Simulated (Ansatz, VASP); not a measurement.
Two plane-wave programs on As

```xyz
1
Lattice="-1.2905 1.2905 1.2905 1.2905 -1.2905 1.2905 1.2905 1.2905 -1.2905" Properties=species:S:1:pos:R:3 pbc="T T T"
As    0.0000    0.0000    0.0000
```

Change from the starting cell: volume scaled by 0.45, PAW files.

Alike in both runs: task single point; functional PBE; k mesh 16 × 16 × 16; occupations fermi-dirac, width 0.05 eV; no spin polarisation.

|  | VASP | Ansatz |
| --- | --- | --- |
| version | VASP 6.6.1 | Ansatz 0.2.0 |
| potentials or method | VASP PAW PBE potentials, release 64 (As) | PAW with Ansatz's default frozen-core files, scalar-relativistic |
| plane-wave cutoff (eV) | 520 | 420 |
| valence electrons in the cell | 5 | 15 |

```tsv
	VASP	Ansatz	Ansatz less VASP
pressure (GPa)	378.5	362.6	-15.94
```

Both programs put the cell under a high pressure, so it lies far from rest at this level. VASP's potentials hold 5 valence electrons a cell and Ansatz's 15, so a difference there can come from the potentials and not from the codes.

Noted on VASP's run: the cell as given lies far from equilibrium.
